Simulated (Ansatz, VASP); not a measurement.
This is a calculation of Au for Ansatz 0.2.0.

input.yaml

```yaml
crystal:
  lattice:
    - [-1.657269, 1.657269, 1.657269]
    - [1.657269, -1.657269, 1.657269]
    - [1.657269, 1.657269, -1.657269]
  atoms:
    - { symbol: Au, position: [0.0, 0.0, 0.0] }
hamiltonian:
  xc: pbe
  pseudopotentials: { kind: paw }
kpoints:
  mp_grid: { grid: [11, 11, 11] }
scf:
  occupations: { method: gaussian, width: 0.025 }
output:
  forces: true
  stress: true
  eigenvalues: true
```

Potentials or basis: Ansatz PAW.

Launch:

```bash
$ ansatz run input.yaml --threads 2 --pin off --max-ram 5632MiB --backend cpu --events-out ev --progress --plain --runs-dir out
```

**Question.** Set up the same calculation for VASP 6.6.1. Potentials there: VASP PAW PBE potentials, release 64 (Au).

**Answer.** As run (the cutoff follows the program's own potentials):

The input INCAR:

```
SYSTEM = Au
PREC     = Accurate       ! precision mode
ENCUT    = 500            ! plane-wave cutoff, eV
EDIFF    = 1E-6           ! SCF threshold, eV
ISMEAR   = 0              ! smearing method
SIGMA    = 0.025          ! smearing width, eV
LREAL    = .FALSE.        ! projectors in reciprocal space
LASPH    = .TRUE.         ! aspherical terms in the spheres
NELM     = 120            ! most SCF steps
ALGO     = Normal         ! electronic algorithm
ISIF     = 2              ! what is computed and relaxed
LWAVE    = .FALSE.        ! write WAVECAR
LCHARG   = .TRUE.         ! write CHGCAR
GGA      = PE             ! functional
LELF     = .TRUE.         ! ELF
LVHAR    = .TRUE.       
NBANDS   = 12             ! bands
GGA_COMPAT= .FALSE.
```

KPOINTS

```
regular mesh
0
G
  11 11 11
  0 0 0
```

Contents of POSCAR:

```
Au
1.0
   -1.6572690000      1.6572690000      1.6572690000
    1.6572690000     -1.6572690000      1.6572690000
    1.6572690000      1.6572690000     -1.6572690000
Au
1
Direct
    0.0000000000      0.0000000000      0.0000000000
```

Potentials or basis: VASP PAW PBE potentials, release 64 (Au).

Command:

```bash
$ cat potpaw_PBE.64/Au/POTCAR > POTCAR
$ mpirun -np 1 vasp_std > vasp.out
```

Both were run:

|  | VASP | Ansatz | Ansatz less VASP |
| --- | --- | --- | --- |
| gap on the k mesh at the Fermi level (eV) | none | none | - |
| pressure (GPa) | -1.0 | -0.8 | +0.21 |

A gap of «none» marks a metal or a gap that the smearing closes. The functional is the same, so the differences come from potentials, cutoffs and numerics. VASP's potentials hold 11 valence electrons a cell and Ansatz's 19, so a difference there can come from the potentials and not from the codes.

Spin-orbit coupling is off throughout.
